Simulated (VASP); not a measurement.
# Ag (Im-3m) in VASP: notebook

The runs below take Ag through single point, relaxation of cell and atoms, with r2SCAN.

Everything below comes from runs of VASP 6.6.1. Logs are shortened: lines on timing, memory, paths and dates and some standing lists are left out, and cuts for length are marked.

**1. The cell of the first run**

It takes space group Im-3m (No. 229, cubic). The conventional cell has a = 3.269 Å, b = 3.269 Å, c = 3.269 Å, α = 90.00°, β = 90.00°, γ = 90.00°. Ag (site symmetry m-3m) has 14 Ag at 2.83 to 3.27 Å within 3.7 Å.

This isn't the form of Ag at room conditions, which is fcc.

**2. Single point, r2SCAN**

File POSCAR:

```
Ag
1.0
   -1.6342676468      1.6342676468      1.6342676468
    1.6342676468     -1.6342676468      1.6342676468
    1.6342676468      1.6342676468     -1.6342676468
Ag
1
Direct
    0.0000000000      0.0000000000      0.0000000000
```

File INCAR.step1:

```
SYSTEM = Ag
ALGO = Normal
EDIFF = 1E-4
ENCUT = 520
GGA = PE
ISMEAR = 0
LASPH = .TRUE.
LCHARG = .FALSE.
LREAL = .FALSE.
LWAVE = .TRUE.
NBANDS = 12
NELM = 60
PREC = Accurate
SIGMA = 0.15
```

File INCAR.step2:

```
SYSTEM = Ag
ALGO = Normal
EDIFF = 1E-7
ENCUT = 520
ISIF = 2
ISMEAR = 0
ISTART = 1
LASPH = .TRUE.
LCHARG = .FALSE.
LMIXTAU = .TRUE.
LREAL = .FALSE.
LWAVE = .FALSE.
METAGGA = R2SCAN
NBANDS = 12
NELM = 60
PREC = Accurate
SIGMA = 0.15
```

File KPOINTS:

```
k-points
0
G
  28 28 28
  0 0 0
```

Potentials or basis: VASP PAW PBE potentials, release 64 (Ag).

Run with:

```sh
> cat potpaw_PBE.64/Ag/POTCAR > POTCAR
> cp INCAR.step1 INCAR
> mpirun -np 1 vasp_std > vasp.out
> cp INCAR.step2 INCAR
> mpirun -np 1 vasp_std > vasp.out
```

OUTCAR:

```text
SYSTEM = Ag
   EDIFF = 1E-7
   ENCUT = 520
   ISIF = 2
   ISMEAR = 0
   ISTART = 1
   LASPH = .TRUE.
   LREAL = .FALSE.
   METAGGA = R2SCAN
   NELM = 60
   PREC = Accurate

 ion  position               nearest neighbor table
   1  0.000  0.000  0.000-

  LATTYP: Found a body centered cubic cell.
 ALAT       =     3.2685352936

  Lattice vectors:

 A1 = (  -1.6342676468,   1.6342676468,   1.6342676468)
 A2 = (   1.6342676468,  -1.6342676468,   1.6342676468)
 A3 = (   1.6342676468,   1.6342676468,  -1.6342676468)

Analysis of symmetry for initial positions (statically):
=====================================================================
 Subroutine PRICEL returns:
 Original cell was already a primitive cell.

 Routine SETGRP: Setting up the symmetry group for a
 body centered cubic supercell.

 Subroutine GETGRP returns: Found 48 space group operations
 (whereof 48 operations were pure point group operations)
 out of a pool of 48 trial point group operations.

The static configuration has the point symmetry O_h .

Analysis of symmetry for dynamics (positions and initial velocities):
=====================================================================
 Subroutine PRICEL returns:
 Original cell was already a primitive cell.

 Routine SETGRP: Setting up the symmetry group for a
 body centered cubic supercell.

 Subroutine GETGRP returns: Found 48 space group operations
 (whereof 48 operations were pure point group operations)
 out of a pool of 48 trial point group operations.

The dynamic configuration has the point symmetry O_h .

 Subroutine INISYM returns: Found 48 space group operations
 (whereof 48 operations are pure point group operations),
 and found     1 'primitive' translations

----------------------------------------------------------------------------------------

                                     Primitive cell

  volume of cell :      17.4594

  direct lattice vectors                    reciprocal lattice vectors
    -1.634267647  1.634267647  1.634267647     0.000000000  0.305947438  0.305947438
     1.634267647 -1.634267647  1.634267647     0.305947438  0.000000000  0.305947438
     1.634267647  1.634267647 -1.634267647     0.305947438  0.305947438  0.000000000

  length of vectors
     2.830634597  2.830634597  2.830634597     0.432675017  0.432675017  0.432675017

  position of ions in fractional coordinates (direct lattice)
     0.000000000  0.000000000  0.000000000

  ion indices of the primitive-cell ions
   primitive index   ion index
                 1           1

----------------------------------------------------------------------------------------

 KPOINTS: k-points

Automatic generation of k-mesh.
 Grid dimensions read from file:
 generate k-points for:   28   28   28

 Generating k-lattice:

  Cartesian coordinates                     Fractional coordinates (reciprocal lattice)
     0.000000000  0.010926694  0.010926694     0.035714286  0.000000000  0.000000000
     0.010926694  0.000000000  0.010926694     0.000000000  0.035714286  0.000000000
     0.010926694  0.010926694  0.000000000     0.000000000  0.000000000  0.035714286

  Length of vectors
     0.015452679  0.015452679  0.015452679

  Shift w.r.t. Gamma in fractional coordinates (k-lattice)
     0.000000000  0.000000000  0.000000000

 Subroutine IBZKPT returns following result:
 ===========================================

 Found    624 irreducible k-points:

 Following reciprocal coordinates:
            Coordinates               Weight
  0.000000  0.000000  0.000000      1.000000
  0.035714  0.000000  0.000000     12.000000
  0.071429  0.000000  0.000000     12.000000
  0.107143  0.000000  0.000000     12.000000
  0.142857  0.000000  0.000000     12.000000
  0.178571  0.000000  0.000000     12.000000
[... 16 lines left out ...]
  0.285714  0.035714  0.000000     48.000000
  0.321429  0.035714  0.000000     48.000000
 [... further k-points ...]
   k-points           NKPTS =    624   k-points in BZ     NKDIM =    624   number of bands    NBANDS=     12
   number of dos      NEDOS =    301   number of ions     NIONS =      1
   total plane-waves  NPLWV =  13824
   dimension x,y,z NGX =    24 NGY =   24 NGZ =   24
   dimension x,y,z NGXF=    48 NGYF=   48 NGZF=   48
   ions per type =               1
   NGX,Y,Z   is equivalent  to a cutoff of  14.10, 14.10, 14.10 a.u.
   NGXF,Y,Z  is equivalent  to a cutoff of  28.19, 28.19, 28.19 a.u.
 SYSTEM =  Ag
   PREC   = accura    normal or accurate (medium, high low for compatibility)
   ISTART =      1    job   : 0-new  1-cont  2-samecut
   ICHARG =      0    charge: 1-file 2-atom 10-const
   ISPIN  =      1    spin polarized calculation?
   LNONCOLLINEAR =      F non collinear calculations
   LSORBIT =      F    spin-orbit coupling
   LASPH  =      T    aspherical Exc in radial PAW
   ENCUT  =  520.0 eV  38.22 Ry    6.18 a.u.   5.26  5.26  5.26*2*pi/ulx,y,z
   NELM   =     60;   NELMIN=  2; NELMDL=  0     # of ELM steps
   EDIFF  = 0.1E-06   stopping-criterion for ELM
   LREAL  =      F    real-space projection
   EDIFFG = 0.1E-05   stopping-criterion for IOM
   NSW    =      0    number of steps for IOM
   IBRION =     -1    ionic relax: 0-MD 1-quasi-New 2-CG
   NFREE  =      0    steps in history (QN), initial steepest desc. (CG)
   ISIF   =      2    stress and relaxation
   ISYM   =      2    0-nonsym 1-usesym 2-fastsym
   POTIM  = 0.5000    time-step for ionic-motion
   TEBEG  =    0.0;   TEEND  =   0.0 temperature during run
   PSTRESS=    0.0 pullay stress
   NELECT =      11.0000    total number of electrons
   NUPDOWN=      -1.0000    fix difference up-down
   EMIN   =  10.00;   EMAX   =-10.00  energy-range for DOS
   EFERMI =   0.00;   METHOD = LEGACY
   ISMEAR =     0;   SIGMA  =   0.15  broadening in eV -4-tet -1-fermi 0-gaus
   EFERMI_NEDOS =   21; number of points for ismear=-14 and -15
   IALGO  =     38    algorithm
   IMIX   =      4    mixing-type and parameters
     AMIX     =   0.40;   BMIX     =  1.00
     AMIX_MAG =   1.60;   BMIX_MAG =  1.00
  volume/ion in A,a.u.               =      17.46       117.82
  Fermi-wavevector in a.u.,A,eV,Ry     =   1.403447  2.652129 26.798882  1.969662
  Thomas-Fermi vector in A             =   2.526108
   LORBIT       =      0    0 simple, 1 ext, 2 COOP (PROOUT), +10 PAW based schemes
   METAGGA = R2SCAN    functional components
   LHFCALC =     F    Hartree Fock is set to
   AEXX    =    0.0000 exact exchange contribution
   IVDW    =     0    specifies the selected vdW correction
   LEPSILON=     F    determine dielectric tensor
   LRPA    =     F    only Hartree local field effects (RPA)
 non-spin polarized calculation
 Gauss-broadening in eV      SIGMA  =   0.15
  energy-cutoff  :      520.00
  volume of cell :       17.46
 maximum number of plane-waves:       484
 NGX is ok and might be reduce to    24

 number of electron      11.0000003 magnetization

 Free energy of the ion-electron system (eV)
  ---------------------------------------------------
  ext. energy  EPLUGINS =         0.00000000
  ---------------------------------------------------
  free energy    TOTEN  =       -21.32578246 eV

  energy without entropy =      -21.32187517  energy(sigma->0) =      -21.32382881

 E-fermi :   8.1424     XC(G=0): -12.8020

 val. band max:        8.1386245255   @ k =   0.3214   0.1429   0.0357
 cond. band min:       8.1515817305   @ k =   0.2857   0.1786   0.0357
 fundamental gap:      0.0129572050
 Fermi energy:         8.1423973915

 k-point     1 :       0.0000    0.0000    0.0000
  band No.  band energies     occupation
      1       0.3395      2.00000
      2       2.9402      2.00000
      3       2.9402      2.00000
      4       2.9402      2.00000
      5       4.2448      2.00000
      6       4.2448      2.00000
      7      26.7412      0.00000
      8      26.7412      0.00000
      9      26.7412      0.00000
     10      32.8524      0.00000
     11      32.8524      0.00000
     12      32.8524      0.00000

 k-point     2 :       0.0357    0.0000    0.0000
  band No.  band energies     occupation
      1       0.3826      2.00000
      2       2.9299      2.00000
      3       2.9420      2.00000
      4       2.9643      2.00000
      5       4.2332      2.00000
      6       4.2455      2.00000
      7      26.6284      0.00000
      8      26.7298      0.00000
      9      26.7681      0.00000
     10      31.9131      0.00000
     11      32.1108      0.00000
     12      32.5326      0.00000

 k-point     3 :       0.0714    0.0000    0.0000
  band No.  band energies     occupation
      1       0.5100      2.00000
      2       2.8996      2.00000
      3       2.9478      2.00000
      4       3.0359      2.00000
      5       4.2011      2.00000
      6       4.2477      2.00000
      7      26.2615      0.00000
      8      26.6702      0.00000
      9      26.8466      0.00000
     10      31.0702      0.00000
     11      31.1515      0.00000
     12      31.7707      0.00000
[... 286 lines left out ...]
 k-point    23 :       0.2857    0.0357    0.0000
  band No.  band energies     occupation
      1       1.7944      2.00000
      2       2.4241      2.00000
      3       4.0351      2.00000
      4       4.0944      2.00000
      5       4.3281      2.00000
      6       4.6670      2.00000
      7      18.2155      0.00000
      8      23.3525      0.00000
      9      25.1323      0.00000
     10      28.1056      0.00000
     11      29.5976      0.00000
     12      32.4826      0.00000

 k-point    24 :       0.3214    0.0357    0.0000
  band No.  band energies     occupation
      1       1.7451      2.00000
      2       2.3497      2.00000
      3       4.0848      2.00000
      4       4.2851      2.00000
      5       4.5060      2.00000
      6       5.2673      2.00000
      7      16.7806      0.00000
      8      22.8701      0.00000
      9      24.4248      0.00000
     10      28.2556      0.00000
     11      29.6364      0.00000
     12      33.2405      0.00000

 [... further k-points ...]
[... 5 lines left out ...]
  --------------------------------------------------------------------------------------
  -------------------------------------------------------------------------------------
  Total       -0.0053460     -0.0053460     -0.0053460      0.0000000      0.0000000      0.0000000
  in kB       -0.4905795     -0.4905795     -0.4905795      0.0000000      0.0000000      0.0000000
  external PRESSURE =      -0.4905795 kB  Pullay stress =       0.0000000 kB

 VOLUME and BASIS-vectors are now :
 -----------------------------------------------------------------------------
  energy-cutoff  :      520.00
  volume of cell :       17.46
      direct lattice vectors                 reciprocal lattice vectors
    -1.634267647  1.634267647  1.634267647     0.000000000  0.305947438  0.305947438
     1.634267647 -1.634267647  1.634267647     0.305947438  0.000000000  0.305947438
     1.634267647  1.634267647 -1.634267647     0.305947438  0.305947438  0.000000000

 POSITION                                       TOTAL-FORCE (eV/Angst)
 -----------------------------------------------------------------------------------
      0.00000      0.00000      0.00000         0.000000     -0.000000      0.000000
 -----------------------------------------------------------------------------------
    total drift:                                0.000000      0.000000     -0.000000

  FREE ENERGIE OF THE ION-ELECTRON SYSTEM (eV)
  ---------------------------------------------------
  free  energy   TOTEN  =       -21.3257824572 eV

  energy  without entropy=      -21.3218751704  energy(sigma->0) =      -21.32382881
```

Run time: 2.2 min. Hardware: 1 thread of Intel Xeon 6975P-C (Granite Rapids), shared host; peak memory 0.25 GiB.

What came out:

```yaml
Free_energy: -21.3258 eV
Pressure: 0.0 GPa
Band_gap_on_the_k_mesh: zero (an odd number of electrons rules out a gap without spin polarisation)
```

Caveat: the PAW data sets were made with another functional, which shifts forces and pressure a little.

**3. Single point, r2SCAN**

This run uses another cell than the first one: it holds 2 atoms, not 1.

File POSCAR:

```
Ag
1.0
    3.2685352936      0.0000000000      0.0000000000
    0.0000000000      3.2685352936      0.0000000000
    0.0000000000      0.0000000000      3.2685352936
Ag
2
Direct
    0.0000000000      0.0000000000      0.0000000000
    0.5000000000      0.5000000000      0.5000000000
```

File INCAR.step1:

```
  ALGO = Normal
  EDIFF = 1E-4
  ENCUT = 520
  GGA = PE
  ISMEAR = 0
  LASPH = True
  LCHARG = False
  LREAL = False
  LWAVE = True
  NBANDS = 18
  NELM = 60
  PREC = Accurate
  SIGMA = 0.1
```

File INCAR.step2:

```
  ALGO = Normal
  EDIFF = 1E-6
  ENCUT = 520
  ISIF = 2
  ISMEAR = 0
  ISTART = 1
  LASPH = True
  LCHARG = True
  LELF = True
  LMIXTAU = True
  LREAL = False
  LVHAR = True
  LWAVE = False
  METAGGA = R2SCAN
  NBANDS = 18
  NELM = 60
  PREC = Accurate
  SIGMA = 0.1
```

File KPOINTS:

```
k-points
0
Gamma
  16 16 16
```

Potentials or basis: VASP PAW PBE potentials, release 64 (Ag).

Run with:

```sh
> cat potpaw_PBE.64/Ag/POTCAR > POTCAR
> cp INCAR.step1 INCAR
> mpirun -np 1 vasp_std > vasp.out
> cp INCAR.step2 INCAR
> mpirun -np 1 vasp_std > vasp.out
```

It took 3.6 min on 1 thread of Intel Xeon Platinum 8375C at 2.90GHz (Ice Lake), shared host; peak memory 0.2 GiB.

Results (log left out):

| Property | Result |
| --- | --- |
| Free energy | -42.6525 eV |
| Pressure | -0.1 GPa |
| Band gap on the k mesh | zero (bands 11 and 12 overlap by 7.88 eV) |

Levels at points of the mesh, in eV from the Fermi level:
```csv
k point,band 8,band 9,band 10,band 11,band 12,band 13,band 14,band 15
"(0.00, 0.00, 0.00)",-3.90,-3.15,-3.15,-3.15,7.14,7.14,7.14,12.96
"(0.50, 0.00, 0.00)",-4.71,-4.22,-4.22,-2.03,-2.03,13.39,13.39,13.39
"(0.50, 0.50, 0.00)",-3.79,-2.90,-2.90,0.03,0.03,4.12,4.12,13.78
"(0.50, 0.50, 0.50)",-3.76,-3.76,-3.76,5.85,5.85,6.50,6.50,6.50
```

Caveat: the PAW data sets were made with another functional, which shifts forces and pressure a little.

**4. Relaxation of cell and atoms, r2SCAN**

This run uses another cell than the first one, of 18.15 Å³/atom.

File POSCAR:

```
Ag
1.0
   -1.6556540000      1.6556540000      1.6556540000
    1.6556540000     -1.6556540000      1.6556540000
    1.6556540000      1.6556540000     -1.6556540000
Ag
1
Direct
    0.0000000000      0.0000000000      0.0000000000
```

File INCAR.step1:

```
SYSTEM = Ag
PREC     = Accurate       ! precision mode
ENCUT    = 600            ! plane-wave cutoff, eV
ISMEAR   = 0              ! smearing method
SIGMA    = 0.1            ! smearing width, eV
LREAL    = .FALSE.        ! projectors in reciprocal space
LASPH    = .TRUE.         ! aspherical terms in the spheres
NELM     = 80             ! most SCF steps
GGA      = PE             ! functional
ALGO     = Normal         ! electronic algorithm
EDIFF    = 1E-4           ! SCF threshold, eV
LWAVE    = .TRUE.         ! write WAVECAR
LCHARG   = .FALSE.        ! write CHGCAR
```

File INCAR.step2:

```
SYSTEM = Ag
PREC     = Accurate       ! precision mode
ENCUT    = 600            ! plane-wave cutoff, eV
EDIFF    = 1E-6           ! SCF threshold, eV
ISMEAR   = 0              ! smearing method
SIGMA    = 0.1            ! smearing width, eV
LREAL    = .FALSE.        ! projectors in reciprocal space
LASPH    = .TRUE.         ! aspherical terms in the spheres
NELM     = 80             ! most SCF steps
ALGO     = Normal         ! electronic algorithm
ISIF     = 3              ! what is computed and relaxed
LWAVE    = .FALSE.        ! write WAVECAR
LCHARG   = .FALSE.        ! write CHGCAR
METAGGA  = R2SCAN         ! meta-GGA
LMIXTAU  = .TRUE.       
IBRION   = 2              ! ionic algorithm
NSW      = 100            ! ionic steps
EDIFFG   = -0.005         ! ionic threshold
ISTART   = 1
```

File KPOINTS:

```
regular mesh
0
G
  18 18 18
  0 0 0
```

Run with:

```sh
> cat potpaw_PBE.64/Ag/POTCAR > POTCAR
> cp INCAR.step1 INCAR
> mpirun -np 1 vasp_std > vasp.out
> cp INCAR.step2 INCAR
> mpirun -np 1 vasp_std > vasp.out
```

It took 92 s on 1 thread of Intel Xeon 6975P-C (Granite Rapids), shared host; peak memory 0.18 GiB.

Results (log left out):

- Free energy: -21.3205 eV
- Relaxed volume: 17.48 Å³/atom
- Relaxed cell: a = 2.832 Å, b = 2.832 Å, c = 2.832 Å, α = 109.47°, β = 109.47°, γ = 109.47°
- Space group after relaxing (to 0.1 Å): Im-3m (No. 229)
- Energy gained by relaxing: 7.5 meV/atom
- Ionic steps: 3
- Pressure after relaxing: 0.0 GPa
- Band gap on the k mesh: zero (an odd number of electrons rules out a gap without spin polarisation)

Step by step:
```tsv
step	energy change (eV)	largest force (eV/Å)	pressure (GPa)	volume (Å³)
1	0.0000	0.0000	-3.40	18.15
2	-0.0055	0.0000	1.95	17.16
3	-0.0075	0.0000	0.01	17.48
```

Final structure:
```
CELL_PARAMETERS angstrom
-1.63493 1.63493 1.63493
1.63493 -1.63493 1.63493
1.63493 1.63493 -1.63493
ATOMIC_POSITIONS crystal
Ag 0.00000 0.00000 0.00000
```

Levels at points of the mesh, in eV from the Fermi level:
```csv
k point,band 3,band 4,band 5,band 6,band 7,band 8,band 9
"(0.00, 0.00, 0.00)",-5.20,-5.20,-3.89,-3.89,18.59,18.59,18.59
"(0.50, 0.00, 0.00)",-3.95,-3.78,-2.90,0.04,4.12,13.78,14.85
"(0.50, 0.50, 0.50)",-3.14,-3.14,-3.14,7.14,7.14,7.14,12.94
```

Caveat: the PAW data sets were made with another functional, which shifts forces and pressure a little.

**5. Summary**

```csv
task,cell,k mesh,cutoff (eV),smearing,gap on the mesh (eV),pressure (GPa)
single point,"a = 2.831 Å, angles 109.5°, 1 atom, atomic positions A",28 × 28 × 28,520,gaussian 0.15 eV,none,0.0
single point,"a = 3.269 Å, 2 atoms, atomic positions B",16 × 16 × 16,520,gaussian 0.1 eV,none,-0.1
relaxation of cell and atoms,"relaxed from a = 2.868 Å, angles 109.5°, 1 atom, atomic positions A",18 × 18 × 18,600,gaussian 0.1 eV,none,0.0
```

Alike in all rows: level r2SCAN; potentials or basis VASP PAW PBE potentials, release 64 (Ag); no spin polarisation.

Caveats: the PAW data sets were made with another functional, which shifts forces and pressure a little.

Total energies depend on the potentials used, so only differences within one code and one set of settings carry meaning.
